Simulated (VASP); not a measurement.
Write the native input for VASP 6.6.1 that does the following.

```
Task                   : single point
Functional             : LDA
Potentials or basis    : VASP PAW LDA potentials, release 64 (Li_sv, F)
Cutoff                 : 520 eV
k mesh                 : 9 × 9 × 6
Occupations            : gaussian, width 0.05 eV
Spin                   : no spin polarisation
Dipole correction      : no
Further INCAR settings : ALGO = Normal; EDIFF = 1e-07; NBANDS = 18
```

The structure of LiF lies in POSCAR:

```
LiF
1.0
    2.8934585212      0.0000000000      0.0000000000
   -1.4467292606      2.5058085842      0.0000000000
    0.0000000000      0.0000000000      4.7825975897
Li F
2 2
Direct
    0.3333333333      0.6666666667      0.3839784076
    0.6666666667      0.3333333333      0.8839784076
    0.3333333333      0.6666666667      0.9910195924
    0.6666666667      0.3333333333      0.4910195924
```

The input as run:

INCAR

```
SYSTEM = LiF
PREC     = Accurate       ! precision mode
ENCUT    = 520            ! plane-wave cutoff, eV
EDIFF    = 1E-7           ! SCF threshold, eV
ISMEAR   = 0              ! smearing method
SIGMA    = 0.05           ! smearing width, eV
LREAL    = .FALSE.        ! projectors in reciprocal space
LASPH    = .TRUE.         ! aspherical terms in the spheres
NELM     = 80             ! most SCF steps
ALGO     = Normal         ! electronic algorithm
ISIF     = 2              ! what is computed and relaxed
LWAVE    = .FALSE.        ! write WAVECAR
LCHARG   = .FALSE.        ! write CHGCAR
NBANDS   = 18             ! bands
```

KPOINTS

```
Automatic mesh
0
G
  9 9 6
  0 0 0
```

Potentials or basis: VASP PAW LDA potentials, release 64 (Li_sv, F).

The run is started by

```console
$ cat potpaw_LDA.64/Li_sv/POTCAR potpaw_LDA.64/F/POTCAR > POTCAR
$ mpirun -np 1 vasp_std > vasp.out
```

It gave:

```
Largest force          : 0.356 eV/Å
Band gap on the k mesh : 8.29 eV
```

Caveat: an odd mesh through Γ misses points on the zone boundary, where band edges can lie.

Run time: 31 s on 1 thread of Intel Xeon 8259CL, on a shared host, peak memory 0.15 GiB.
